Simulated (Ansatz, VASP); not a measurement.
## One calculation of GaSb, two programs

```xyz
2
Lattice="0.0000 2.3337 2.3337 2.3337 0.0000 2.3337 2.3337 2.3337 0.0000" Properties=species:S:1:pos:R:3 pbc="T T T"
Ga    0.0000    0.0000    0.0000
Sb    2.3337    2.3337    2.3337
```

Change from the starting cell: volume scaled by 0.55, PAW files.

Alike in both runs: task single point; functional PBEsol; k mesh 13 × 13 × 13; occupations fermi-dirac, width 0.08 eV; no spin polarisation.

|  | VASP | Ansatz |
| --- | --- | --- |
| version | VASP 6.6.1 | Ansatz 0.2.0 |
| potentials or method | VASP PAW PBE potentials, release 64 (Ga_d, Sb) | PAW with Ansatz's default frozen-core files, scalar-relativistic |
| plane-wave cutoff (eV) | 520 | 420 |
| valence electrons in the cell | 18 | 28 |

|  | VASP | Ansatz | Ansatz less VASP |
| --- | --- | --- | --- |
| pressure (GPa) | 159.2 | 157.2 | -2.02 |

VASP's potentials were made for PBE, not for PBEsol. Both programs put the cell under a high pressure, so it lies far from rest at this level. With one functional, cell and mesh, what is left measures potentials, basis and numerics. VASP's potentials hold 18 valence electrons a cell and Ansatz's 28, so a difference there can come from the potentials and not from the codes.

Neither program's run includes spin-orbit coupling. Noted on VASP's run: the cell as given lies far from equilibrium.
